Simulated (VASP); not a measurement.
Al: single point with LDA

The system is Al.

```
Al
1.0
    -1.55085    1.55085    1.55085
     1.55085   -1.55085    1.55085
     1.55085    1.55085   -1.55085
Al
1
Direct
  0.00000 0.00000 0.00000
```

This isn't the form of Al at room conditions, which is fcc.

- Program: VASP 6.6.1
- Task: single point
- Functional: LDA
- Potentials or basis: VASP PAW LDA potentials, release 64 (Al)
- Cutoff: 520 eV
- k mesh: 22 × 22 × 22
- Occupations: gaussian, width 0.15 eV
- Spin: no spin polarisation

- Pressure: 7.5 GPa
- Band gap on the k mesh: zero (an odd number of electrons rules out a gap without spin polarisation)

Levels at points of the mesh, in eV from the Fermi level:
| k point | band 1 | band 2 | band 3 | band 4 | band 5 | band 6 |
| --- | --- | --- | --- | --- | --- | --- |
| (0.00, 0.00, 0.00) | -11.84 | 13.78 | 13.78 | 13.78 | 15.93 | 15.93 |
| (0.50, 0.00, 0.00) | -4.69 | -4.02 | 8.48 | 8.81 | 10.63 | 12.20 |
| (0.50, 0.50, 0.50) | 2.00 | 2.00 | 2.00 | 2.86 | 2.86 | 6.61 |

It took 12 s on 1 thread of Intel(R) Xeon(R) Platinum 8488C (Sapphire Rapids), on a shared host, peak memory 0.13 GiB.

Caveat: the cell stands under pressure.
